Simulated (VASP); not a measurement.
A run of VASP 6.6.1 is set up as follows.

Contents of POSCAR:

```
GaP
1.0
    0.0000000000      2.7254101929      2.7254101929
    2.7254101929      0.0000000000      2.7254101929
    2.7254101929      2.7254101929      0.0000000000
Ga P
1 1
Direct
    0.0000000000      0.0000000000      0.0000000000
    0.2500000000      0.2500000000      0.2500000000
```

File INCAR.step1:

```
ALGO = Normal
EDIFF = 1E-5
ENCUT = 520
GGA = PE
ISIF = 2
ISMEAR = 0
LASPH = True
LCHARG = False
LREAL = False
LWAVE = True
NBANDS = 16
NELM = 100
PREC = Accurate
SIGMA = 0.01
```

The input INCAR.step2:

```
AEXX = 1.0
AGGAC = 0.0
ALDAC = 0.0
ALGO = Normal
EDIFF = 1E-7
ENCUT = 520
GGA = PE
ISIF = 2
ISMEAR = 0
ISTART = 1
LASPH = True
LCHARG = False
LHFCALC = True
LREAL = False
LWAVE = False
NBANDS = 16
NELM = 100
PREC = Accurate
PRECFOCK = Normal
SIGMA = 0.01
```

Contents of KPOINTS:

```
k-points
0
Gamma
  6 6 6
```

Potentials or basis: VASP PAW PBE potentials, release 64 (Ga_d, P).

Launch:

```console
$ cat potpaw_PBE.64/Ga_d/POTCAR potpaw_PBE.64/P/POTCAR > POTCAR
$ cp INCAR.step1 INCAR
$ mpirun -np 1 vasp_std > vasp.out
$ cp INCAR.step2 INCAR
$ mpirun -np 1 vasp_std > vasp.out
```

Question: Predict the pressure.

Answer: 5.1 GPa.

Question: What does it give for the band gap on the k mesh?

Answer: 7.67 eV (least direct gap 9.17 eV).

Caveat: the cell stands under pressure; the PAW data sets were made with another functional, which shifts forces and pressure a little. A k mesh can miss the band edges.
